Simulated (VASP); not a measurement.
Here is a VASP 6.6.1 calculation.

The input INCAR:

```
PREC = Accurate
ENCUT = 520
EDIFF = 1E-6
ISMEAR = 0
SIGMA = 0.05
LREAL = False
LASPH = True
NELM = 80
ALGO = Normal
ISIF = 2
LWAVE = False
LCHARG = True
GGA = PE
LELF = True
LVHAR = True
NBANDS = 14
```

KPOINTS

```
regular mesh
0
Gamma
  8 8 8
```

POSCAR

```
NaI
1.0
   -0.3416561300      3.0749051701      3.0749051701
    3.0749051701     -0.3416561300      3.0749051701
    3.0749051701      3.0749051701     -0.3416561300
Na I
1 1
Direct
    0.0000000000      0.0000000000      0.0000000000
    0.5000000000      0.5000000000      0.5000000000
```

Potentials or basis: VASP PAW PBE potentials, release 64 (Na_pv, I).

Launch:

```sh
$ cat potpaw_PBE.64/Na_pv/POTCAR potpaw_PBE.64/I/POTCAR > POTCAR
$ mpirun -np 1 vasp_std > vasp.out
```

Problem. Estimate the band gap on the k mesh.

Solution. 3.14 eV.

Problem. Estimate the pressure.

Solution. 0.4 GPa.

Stress tensor (GPa, compression positive):
```
0.39 0.60 0.60
0.60 0.39 0.60
0.60 0.60 0.39
```

Caveat: spin-orbit coupling is left out, which moves the levels of the heavy elements. A k mesh can miss the band edges.
